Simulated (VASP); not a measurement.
# Ni (Fm-3m) in VASP: a series of runs

Ni is run at these levels: r2SCAN; tasks: single point.

Everything below comes from runs of VASP 6.6.1. Logs are shortened: lines on timing, memory, paths and dates and some standing lists are left out, and cuts for length are marked.

### Step 1. The cell of the first run

It takes space group Fm-3m (No. 225, cubic). The conventional cell has a = 3.466 Å, b = 3.466 Å, c = 3.466 Å, α = 90.00°, β = 90.00°, γ = 90.00°. Within 3.2 Å of Ni (site symmetry m-3m) lie 12 Ni at 2.45 Å.

### Step 2. Single point, r2SCAN

File POSCAR:

```
Ni
1.0
    0.0000000000      1.7330608651      1.7330608651
    1.7330608651      0.0000000000      1.7330608651
    1.7330608651      1.7330608651      0.0000000000
Ni
1
Direct
    0.0000000000      0.0000000000      0.0000000000
```

File INCAR.step1:

```
SYSTEM = Ni
ALGO     = Normal         ! electronic algorithm
EDIFF    = 1E-4           ! SCF threshold, eV
ENCUT    = 520            ! plane-wave cutoff, eV
GGA      = PE             ! functional
ISMEAR   = -1             ! smearing method
LASPH    = .True.         ! aspherical terms in the spheres
LCHARG   = .False.        ! write CHGCAR
LREAL    = .False.        ! projectors in reciprocal space
LWAVE    = .True.         ! write WAVECAR
NBANDS   = 11             ! bands
NELM     = 60             ! most SCF steps
PREC     = Accurate       ! precision mode
SIGMA    = 0.1            ! smearing width, eV
```

File INCAR.step2:

```
SYSTEM = Ni
ALGO     = Normal         ! electronic algorithm
EDIFF    = 1E-7           ! SCF threshold, eV
ENCUT    = 520            ! plane-wave cutoff, eV
ISIF     = 2              ! what is computed and relaxed
ISMEAR   = -1             ! smearing method
ISTART   = 1            
LASPH    = .True.         ! aspherical terms in the spheres
LCHARG   = .True.         ! write CHGCAR
LELF     = .True.         ! ELF
LMIXTAU  = .True.       
LREAL    = .False.        ! projectors in reciprocal space
LVHAR    = .True.       
LWAVE    = .False.        ! write WAVECAR
METAGGA  = R2SCAN         ! meta-GGA
NBANDS   = 11             ! bands
NELM     = 60             ! most SCF steps
PREC     = Accurate       ! precision mode
SIGMA    = 0.1            ! smearing width, eV
```

File KPOINTS:

```
k-points
0
Gamma
  25 25 25
  0 0 0
```

Potentials or basis: VASP PAW PBE potentials, release 64 (Ni).

On the command line:

```bash
cat potpaw_PBE.64/Ni/POTCAR > POTCAR
cp INCAR.step1 INCAR
mpirun -np 1 vasp_std > vasp.out
cp INCAR.step2 INCAR
mpirun -np 1 vasp_std > vasp.out
```

OUTCAR:

```text
SYSTEM = Ni
   EDIFF = 1E-7
   ENCUT = 520
   ISIF = 2
   ISMEAR = -1
   ISTART = 1
   LASPH = .True.
   LREAL = .False.
   METAGGA = R2SCAN
   NELM = 60
   PREC = Accurate

 ion  position               nearest neighbor table
   1  0.000  0.000  0.000-

  LATTYP: Found a face centered cubic cell.
 ALAT       =     3.4661217302

  Lattice vectors:

 A1 = (   0.0000000000,   1.7330608651,   1.7330608651)
 A2 = (   1.7330608651,   0.0000000000,   1.7330608651)
 A3 = (   1.7330608651,   1.7330608651,   0.0000000000)

Analysis of symmetry for initial positions (statically):
=====================================================================
 Subroutine PRICEL returns:
 Original cell was already a primitive cell.

 Routine SETGRP: Setting up the symmetry group for a
 face centered cubic supercell.

 Subroutine GETGRP returns: Found 48 space group operations
 (whereof 48 operations were pure point group operations)
 out of a pool of 48 trial point group operations.

The static configuration has the point symmetry O_h .

Analysis of symmetry for dynamics (positions and initial velocities):
=====================================================================
 Subroutine PRICEL returns:
 Original cell was already a primitive cell.

 Routine SETGRP: Setting up the symmetry group for a
 face centered cubic supercell.

 Subroutine GETGRP returns: Found 48 space group operations
 (whereof 48 operations were pure point group operations)
 out of a pool of 48 trial point group operations.

The dynamic configuration has the point symmetry O_h .

 Subroutine INISYM returns: Found 48 space group operations
 (whereof 48 operations are pure point group operations),
 and found     1 'primitive' translations

----------------------------------------------------------------------------------------

                                     Primitive cell

  volume of cell :      10.4105

  direct lattice vectors                    reciprocal lattice vectors
     0.000000000  1.733060865  1.733060865    -0.288506890  0.288506890  0.288506890
     1.733060865  0.000000000  1.733060865     0.288506890 -0.288506890  0.288506890
     1.733060865  1.733060865  0.000000000     0.288506890  0.288506890 -0.288506890

  length of vectors
     2.450918180  2.450918180  2.450918180     0.499708591  0.499708591  0.499708591

  position of ions in fractional coordinates (direct lattice)
     0.000000000  0.000000000  0.000000000

  ion indices of the primitive-cell ions
   primitive index   ion index
                 1           1

----------------------------------------------------------------------------------------

 KPOINTS: k-points

Automatic generation of k-mesh.
 Grid dimensions read from file:
 generate k-points for:   25   25   25

 Generating k-lattice:

  Cartesian coordinates                     Fractional coordinates (reciprocal lattice)
    -0.011540276  0.011540276  0.011540276     0.040000000  0.000000000  0.000000000
     0.011540276 -0.011540276  0.011540276     0.000000000  0.040000000  0.000000000
     0.011540276  0.011540276 -0.011540276     0.000000000  0.000000000  0.040000000

  Length of vectors
     0.019988344  0.019988344  0.019988344

  Shift w.r.t. Gamma in fractional coordinates (k-lattice)
     0.000000000  0.000000000  0.000000000

 Subroutine IBZKPT returns following result:
 ===========================================

 Found    455 irreducible k-points:

 Following reciprocal coordinates:
            Coordinates               Weight
  0.000000  0.000000  0.000000      1.000000
  0.040000  0.000000  0.000000      8.000000
  0.080000  0.000000  0.000000      8.000000
  0.120000  0.000000  0.000000      8.000000
  0.160000  0.000000  0.000000      8.000000
  0.200000  0.000000  0.000000      8.000000
[... 16 lines left out ...]
  0.400000  0.040000  0.000000     24.000000
  0.440000  0.040000  0.000000     24.000000
 [... further k-points ...]
   k-points           NKPTS =    455   k-points in BZ     NKDIM =    455   number of bands    NBANDS=     11
   number of dos      NEDOS =    301   number of ions     NIONS =      1
   total plane-waves  NPLWV =   5832
   dimension x,y,z NGX =    18 NGY =   18 NGZ =   18
   dimension x,y,z NGXF=    36 NGYF=   36 NGZF=   36
   ions per type =               1
   NGX,Y,Z   is equivalent  to a cutoff of  12.21, 12.21, 12.21 a.u.
   NGXF,Y,Z  is equivalent  to a cutoff of  24.42, 24.42, 24.42 a.u.
 SYSTEM =  Ni
   PREC   = accura    normal or accurate (medium, high low for compatibility)
   ISTART =      1    job   : 0-new  1-cont  2-samecut
   ICHARG =      0    charge: 1-file 2-atom 10-const
   ISPIN  =      1    spin polarized calculation?
   LNONCOLLINEAR =      F non collinear calculations
   LSORBIT =      F    spin-orbit coupling
   LASPH  =      T    aspherical Exc in radial PAW
   ENCUT  =  520.0 eV  38.22 Ry    6.18 a.u.   4.56  4.56  4.56*2*pi/ulx,y,z
   NELM   =     60;   NELMIN=  2; NELMDL=  0     # of ELM steps
   EDIFF  = 0.1E-06   stopping-criterion for ELM
   LREAL  =      F    real-space projection
   EDIFFG = 0.1E-05   stopping-criterion for IOM
   NSW    =      0    number of steps for IOM
   IBRION =     -1    ionic relax: 0-MD 1-quasi-New 2-CG
   NFREE  =      0    steps in history (QN), initial steepest desc. (CG)
   ISIF   =      2    stress and relaxation
   ISYM   =      2    0-nonsym 1-usesym 2-fastsym
   POTIM  = 0.5000    time-step for ionic-motion
   TEBEG  =    0.0;   TEEND  =   0.0 temperature during run
   PSTRESS=    0.0 pullay stress
   NELECT =      10.0000    total number of electrons
   NUPDOWN=      -1.0000    fix difference up-down
   EMIN   =  10.00;   EMAX   =-10.00  energy-range for DOS
   EFERMI =   0.00;   METHOD = LEGACY
   ISMEAR =    -1;   SIGMA  =   0.10  broadening in eV -4-tet -1-fermi 0-gaus
   EFERMI_NEDOS =   21; number of points for ismear=-14 and -15
   IALGO  =     38    algorithm
   IMIX   =      4    mixing-type and parameters
     AMIX     =   0.40;   BMIX     =  1.00
     AMIX_MAG =   1.60;   BMIX_MAG =  1.00
  volume/ion in A,a.u.               =      10.41        70.25
  Fermi-wavevector in a.u.,A,eV,Ry     =   1.615292  3.052459 35.499885  2.609168
  Thomas-Fermi vector in A             =   2.710063
   LORBIT       =      0    0 simple, 1 ext, 2 COOP (PROOUT), +10 PAW based schemes
   METAGGA = R2SCAN    functional components
   LHFCALC =     F    Hartree Fock is set to
   AEXX    =    0.0000 exact exchange contribution
   IVDW    =     0    specifies the selected vdW correction
   LEPSILON=     F    determine dielectric tensor
   LRPA    =     F    only Hartree local field effects (RPA)
 non-spin polarized calculation
  energy-cutoff  :      520.00
  volume of cell :       10.41
 maximum number of plane-waves:       295
   NGX =  9   NGY =  9   NGZ =  9

 number of electron       9.9999995 magnetization

 Free energy of the ion-electron system (eV)
  ---------------------------------------------------
  ext. energy  EPLUGINS =         0.00000000
  ---------------------------------------------------
  free energy    TOTEN  =       -11.87377806 eV

  energy without entropy =      -11.79233796  energy(sigma->0) =      -11.83305801

 E-fermi :   9.6245     XC(G=0): -14.6581

 val. band max:        9.6236611838   @ k =   0.4800   0.2000   0.0000
 cond. band min:       9.6257789818   @ k =   0.4800   0.3600   0.0400
 fundamental gap:      0.0021177980
 Fermi energy:         9.6245200945

 k-point     1 :       0.0000    0.0000    0.0000
  band No.  band energies     occupation
      1       0.1297      2.00000
      2       7.6085      2.00000
      3       7.6085      2.00000
      4       7.6085      2.00000
      5       8.7271      1.99975
      6       8.7271      1.99975
      7      34.7582      0.00000
      8      39.4320      0.00000
      9      39.4320      0.00000
     10      39.4322      0.00000
     11      42.3367      0.00000

 k-point     2 :       0.0400    0.0000    0.0000
  band No.  band energies     occupation
      1       0.1971      2.00000
      2       7.5889      2.00000
      3       7.6244      2.00000
      4       7.6244      2.00000
      5       8.7200      1.99976
      6       8.7200      1.99976
      7      34.5923      0.00000
      8      38.3299      0.00000
      9      39.2503      0.00000
     10      39.2504      0.00000
     11      42.5933      0.00000

 k-point     3 :       0.0800    0.0000    0.0000
  band No.  band energies     occupation
      1       0.3979      2.00000
      2       7.5326      2.00000
      3       7.6688      2.00000
      4       7.6688      2.00000
      5       8.7021      1.99980
      6       8.7021      1.99980
      7      33.8476      0.00000
      8      36.8755      0.00000
      9      38.8402      0.00000
     10      38.8404      0.00000
     11      43.2041      0.00000

 k-point     4 :       0.1200    0.0000    0.0000
  band No.  band energies     occupation
      1       0.7276      2.00000
      2       7.4480      2.00000
      3       7.7308      2.00000
      4       7.7308      2.00000
      5       8.6840      1.99984
      6       8.6840      1.99984
      7      32.2277      0.00000
      8      36.1332      0.00000
      9      38.3761      0.00000
     10      38.3762      0.00000
     11      43.6027      0.00000
[... 239 lines left out ...]
 k-point    22 :       0.3600    0.0400    0.0000
  band No.  band energies     occupation
      1       4.0957      2.00000
      2       7.4699      2.00000
      3       7.6336      2.00000
      4       7.6920      2.00000
      5       9.2393      1.95844
      6       9.3127      1.91524
      7      20.6892      0.00000
      8      33.6750      0.00000
      9      35.3126      0.00000
     10      37.7189      0.00000
     11      39.9778      0.00000

 k-point    23 :       0.4000    0.0400    0.0000
  band No.  band energies     occupation
      1       4.4975      2.00000
      2       7.5566      2.00000
      3       7.6298      2.00000
      4       7.9163      2.00000
      5       9.4399      1.72734
      6       9.4629      1.66861
      7      18.9986      0.00000
      8      33.3698      0.00000
      9      35.3157      0.00000
     10      37.1131      0.00000
     11      39.7751      0.00000

 k-point    24 :       0.4400    0.0400    0.0000
  band No.  band energies     occupation
      1       4.7249      2.00000
      2       7.5090      2.00000
      3       7.5795      2.00000
      4       8.4312      1.99999
      5       9.5312      1.43538
      6       9.7178      0.56472
      7      17.5743      0.00000
      8      33.1327      0.00000
      9      35.4343      0.00000
     10      36.5548      0.00000
     11      39.7315      0.00000

 [... further k-points ...]
[... 5 lines left out ...]
  --------------------------------------------------------------------------------------
  -------------------------------------------------------------------------------------
  Total        0.0441668      0.0441668      0.0441668      0.0000000      0.0000000      0.0000000
  in kB        6.7972844      6.7972844      6.7972844      0.0000000      0.0000000      0.0000000
  external PRESSURE =       6.7972844 kB  Pullay stress =       0.0000000 kB

 VOLUME and BASIS-vectors are now :
 -----------------------------------------------------------------------------
  energy-cutoff  :      520.00
  volume of cell :       10.41
      direct lattice vectors                 reciprocal lattice vectors
     0.000000000  1.733060865  1.733060865    -0.288506890  0.288506890  0.288506890
     1.733060865  0.000000000  1.733060865     0.288506890 -0.288506890  0.288506890
     1.733060865  1.733060865  0.000000000     0.288506890  0.288506890 -0.288506890

 POSITION                                       TOTAL-FORCE (eV/Angst)
 -----------------------------------------------------------------------------------
      0.00000      0.00000      0.00000         0.000000      0.000000      0.000000
 -----------------------------------------------------------------------------------
    total drift:                                0.000000     -0.000000      0.000000

  FREE ENERGIE OF THE ION-ELECTRON SYSTEM (eV)
  ---------------------------------------------------
  free  energy   TOTEN  =       -11.8737780587 eV

  energy  without entropy=      -11.7923379567  energy(sigma->0) =      -11.83305801
```

Run time: 2 min. Hardware: 1 thread of AMD EPYC 9R45 (Zen 5), shared host; peak memory 0.13 GiB.

What came out:

```
Free energy            : -11.8738 eV
Pressure               : 0.7 GPa
Band gap on the k mesh : zero (band 5 reaches 9.80 eV, above the bottom of band 6 at 8.68 eV)
```

Caveat: the PAW data sets were made with another functional, which shifts forces and pressure a little; the run has no spin polarisation, though such a crystal can be magnetic.

(Continued in part 2 of 2.)
